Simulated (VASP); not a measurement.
# TiC (Fm-3m) in VASP: further runs, part 2 of 2

VASP 6.6.1. The steps go on from the part before.

## Step 3: Single point, r2SCAN (9.52 Å³/atom)

This run uses another cell than the first one, of 9.52 Å³/atom.

File POSCAR:

```
TiC
1.0
    0.0000000000      2.1197324616      2.1197324616
    2.1197324616      0.0000000000      2.1197324616
    2.1197324616      2.1197324616      0.0000000000
Ti C
1 1
Direct
    0.0000000000      0.0000000000      0.0000000000
    0.5000000000      0.5000000000      0.5000000000
```

File INCAR.step1:

```
ALGO = Normal ; EDIFF = 1E-4
ENCUT = 520 ; GGA = PE
ISMEAR = 0 ; LASPH = True
LCHARG = False ; LREAL = False
LWAVE = True ; NBANDS = 15
NELM = 60 ; PREC = Accurate
SIGMA = 0.1
```

File INCAR.step2:

```
ALGO = Normal ; EDIFF = 1E-6
ENCUT = 520 ; ISIF = 2
ISMEAR = 0 ; ISTART = 1
LASPH = True ; LCHARG = False
LMIXTAU = True ; LREAL = False
LWAVE = False ; METAGGA = R2SCAN
NBANDS = 15 ; NELM = 60
PREC = Accurate ; SIGMA = 0.1
```

File KPOINTS:

```
k-points
0
Gamma
  16 16 16
```

Potentials or basis: VASP PAW PBE potentials, release 64 (Ti_sv, C).

The run is started by

```sh
$ cat potpaw_PBE.64/Ti_sv/POTCAR potpaw_PBE.64/C/POTCAR > POTCAR
$ cp INCAR.step1 INCAR
$ mpirun -np 1 vasp_std > vasp.out
$ cp INCAR.step2 INCAR
$ mpirun -np 1 vasp_std > vasp.out
```

OUTCAR:

```text
EDIFF = 1E-6
   ENCUT = 520
   ISIF = 2
   ISMEAR = 0
   ISTART = 1
   LASPH = True
   LREAL = False
   METAGGA = R2SCAN
   NELM = 60
   PREC = Accurate

 ion  position               nearest neighbor table
   1  0.000  0.000  0.000-   2 2.12   2 2.12   2 2.12   2 2.12   2 2.12   2 2.12
   2  0.500  0.500  0.500-   1 2.12   1 2.12   1 2.12   1 2.12   1 2.12   1 2.12

  LATTYP: Found a face centered cubic cell.
 ALAT       =     4.2394649232

  Lattice vectors:

 A1 = (   0.0000000000,   2.1197324616,   2.1197324616)
 A2 = (   2.1197324616,   0.0000000000,   2.1197324616)
 A3 = (   2.1197324616,   2.1197324616,   0.0000000000)

Analysis of symmetry for initial positions (statically):
=====================================================================
 Subroutine PRICEL returns:
 Original cell was already a primitive cell.

 Routine SETGRP: Setting up the symmetry group for a
 face centered cubic supercell.

 Subroutine GETGRP returns: Found 48 space group operations
 (whereof 48 operations were pure point group operations)
 out of a pool of 48 trial point group operations.

The static configuration has the point symmetry O_h .

Analysis of symmetry for dynamics (positions and initial velocities):
=====================================================================
 Subroutine PRICEL returns:
 Original cell was already a primitive cell.

 Routine SETGRP: Setting up the symmetry group for a
 face centered cubic supercell.

 Subroutine GETGRP returns: Found 48 space group operations
 (whereof 48 operations were pure point group operations)
 out of a pool of 48 trial point group operations.

The dynamic configuration has the point symmetry O_h .

 Subroutine INISYM returns: Found 48 space group operations
 (whereof 48 operations are pure point group operations),
 and found     1 'primitive' translations

----------------------------------------------------------------------------------------

                                     Primitive cell
[... 121 lines left out ...]
   LRPA    =     F    only Hartree local field effects (RPA)
 non-spin polarized calculation
 Gauss-broadening in eV      SIGMA  =   0.10
  energy-cutoff  :      520.00
  volume of cell :       19.05
 maximum number of plane-waves:       533
 NGX is ok and might be reduce to    24
   NGX = 11   NGY = 11   NGZ = 11

 number of electron      16.0000002 magnetization

 Free energy of the ion-electron system (eV)
  ---------------------------------------------------
  ext. energy  EPLUGINS =         0.00000000
  ---------------------------------------------------
  free energy    TOTEN  =       -24.79376122 eV

  energy without entropy =      -24.79183340  energy(sigma->0) =      -24.79279731

 E-fermi :  10.2576     XC(G=0): -13.9673

 val. band max:       10.2082817135   @ k =   0.3750   0.3125   0.0000
 cond. band min:      10.2592340818   @ k =   0.1250   0.0625   0.0000
 fundamental gap:      0.0509523683
 Fermi energy:        10.2576247259

 k-point     1 :       0.0000    0.0000    0.0000
  band No.  band energies     occupation
      1     -48.5093      2.00000
      2     -23.4501      2.00000
      3     -23.4500      2.00000
      4     -23.4500      2.00000
      5      -3.2442      2.00000
      6      11.1582      0.00000
      7      11.1582      0.00000
      8      11.1582      0.00000
      9      12.0152      0.00000
     10      12.0152      0.00000
     11      12.0152      0.00000
     12      12.1309      0.00000
     13      12.1309      0.00000
     14      22.4673      0.00000
[... 401 lines left out ...]
      2     -23.5119      2.00000
      3     -23.4667      2.00000
      4     -23.4510      2.00000
      5      -2.9845      2.00000
      6       9.9968      1.99977
      7      10.1166      1.95383
      8      10.2779      0.77416
      9      11.2841      0.00000
     10      11.8437      0.00000
     11      12.7587      0.00000
     12      13.3979      0.00000
     13      14.3327      0.00000
     14      22.8892      0.00000
     15      25.4644      0.00000

 [... further k-points ...]

------------------------ aborting loop because EDIFF is reached ----------------------------------------

  FORCE on cell =-STRESS in cart. coord.  units (eV):
  Direction    XX          YY          ZZ          XY          YZ          ZX
  --------------------------------------------------------------------------------------
  -------------------------------------------------------------------------------------
  Total        2.3090155      2.3090155      2.3090155      0.0000000      0.0000000      0.0000000
  in kB      194.2067364    194.2067364    194.2067364      0.0000000      0.0000000      0.0000000
  external PRESSURE =     194.2067364 kB  Pullay stress =       0.0000000 kB

 VOLUME and BASIS-vectors are now :
 -----------------------------------------------------------------------------
  energy-cutoff  :      520.00
  volume of cell :       19.05
      direct lattice vectors                 reciprocal lattice vectors
     0.000000000  2.119732462  2.119732462    -0.235878824  0.235878824  0.235878824
     2.119732462  0.000000000  2.119732462     0.235878824 -0.235878824  0.235878824
     2.119732462  2.119732462  0.000000000     0.235878824  0.235878824 -0.235878824

 POSITION                                       TOTAL-FORCE (eV/Angst)
 -----------------------------------------------------------------------------------
      0.00000      0.00000      0.00000        -0.000000     -0.000000      0.000000
      2.11973      2.11973      2.11973         0.000000      0.000000     -0.000000
 -----------------------------------------------------------------------------------
    total drift:                                0.000000     -0.000000     -0.000000

  FREE ENERGIE OF THE ION-ELECTRON SYSTEM (eV)
  ---------------------------------------------------
  free  energy   TOTEN  =       -24.7937612152 eV

  energy  without entropy=      -24.7918334021  energy(sigma->0) =      -24.79279731
```

OUTCAR.step1:

```text
EDIFF = 1E-4
   ENCUT = 520
   GGA = PE
   ISMEAR = 0
   LASPH = True
[... 653 lines left out ...]
 -----------------------------------------------------------------------------------
      0.00000      0.00000      0.00000         0.000000      0.000000      0.000000
      2.11973      2.11973      2.11973        -0.000000     -0.000000     -0.000000
 -----------------------------------------------------------------------------------
    total drift:                                0.000000     -0.000000     -0.000000

  FREE ENERGIE OF THE ION-ELECTRON SYSTEM (eV)
  ---------------------------------------------------
  free  energy   TOTEN  =       -18.6361791730 eV

  energy  without entropy=      -18.6343032786  energy(sigma->0) =      -18.63524123
```

Run time: 3.5 min. Hardware: 1 thread of Intel Xeon 8259CL, shared host; peak memory 0.17 GiB.

Results:

- Free energy: -24.7938 eV
- Pressure: 19.4 GPa
- Band gap on the k mesh: zero (bands 8 and 9 overlap by 1.36 eV)

Caveat: the cell stands under pressure; the PAW data sets were made with another functional, which shifts forces and pressure a little.
